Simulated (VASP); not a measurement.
A run of VASP 6.6.1 is set up as follows.

INCAR

```
ALGO     = Normal         # electronic algorithm
EDIFF    = 1E-6           # SCF threshold, eV
ENCUT    = 520            # plane-wave cutoff, eV
GGA      = CA             # functional
ISIF     = 2              # what is computed and relaxed
ISMEAR   = -1             # smearing method
LASPH    = True           # aspherical terms in the spheres
LCHARG   = False          # write CHGCAR
LREAL    = False          # projectors in reciprocal space
LWAVE    = False          # write WAVECAR
NBANDS   = 16             # bands
NELM     = 100            # most SCF steps
PREC     = Accurate       # precision mode
SIGMA    = 0.05           # smearing width, eV
```

File KPOINTS:

```
k-points
0
Gamma
  6 6 6
```

Contents of POSCAR:

```
CdSe
1.0
    0.0000000000      2.8739580000      2.8739580000
    2.8739580000      0.0000000000      2.8739580000
    2.8739580000      2.8739580000      0.0000000000
Cd Se
1 1
Direct
    0.0000000000      0.0000000000      0.0000000000
    0.5000000000      0.5000000000      0.5000000000
```

Potentials or basis: VASP PAW LDA potentials, release 64 (Cd, Se).

Command:

```bash
$ cat potpaw_LDA.64/Cd/POTCAR potpaw_LDA.64/Se/POTCAR > POTCAR
$ mpirun -np 1 vasp_std > vasp.out
```

Question: Predict the band gap on the k mesh.

Answer: Zero (band 9 reaches 2.13 eV, above the bottom of band 10 at 1.52 eV).

Question: Predict the pressure.

Answer: -5.5 GPa.
